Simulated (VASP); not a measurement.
AlNi3, 4 atoms in the cell. The structure is cubic, space group Pm-3m (No. 221). The conventional cell has a = 3.523 Å, b = 3.523 Å, c = 3.523 Å, α = 90.00°, β = 90.00°, γ = 90.00°. Ni (site symmetry 4/mmm) has 8 Ni at 2.49 Å and 4 Al at 2.49 Å within 3.3 Å. Al (site symmetry m-3m) has 12 Ni at 2.49 Å within 3.3 Å. 

```yaml
Program: VASP 6.6.1
Task: single point
Functional: PBEsol
Potentials_or_basis: VASP PAW PBE potentials, release 64 (Ni, Al)
Cutoff: 520 eV
k_mesh: 6 × 6 × 6
Occupations: fermi-dirac, width 0.05 eV
Spin: collinear spin, ferrimagnetic start
Starting_moments: "[1.0, -1.0, 1.0, 0.0] μB"
Dipole_correction: no
Further_INCAR_settings: ALGO = Fast; EDIFF = 1e-06; NBANDS = 28
```

Potentials or basis: VASP PAW PBE potentials, release 64 (Ni, Al).

Run with:

```sh
$ cat potpaw_PBE.64/Ni/POTCAR potpaw_PBE.64/Al/POTCAR > POTCAR
$ mpirun -np 1 vasp_std > vasp.out
```

Hardware: 1 thread of Intel Xeon 8259CL (shared host).

**Question.** How long does it take, and how much memory?

**Answer.** Run time: 2.4 min on 1 thread of Intel Xeon 8259CL, on a shared host, peak memory 0.22 GiB. Counts: scf iterations 16, k points 40.
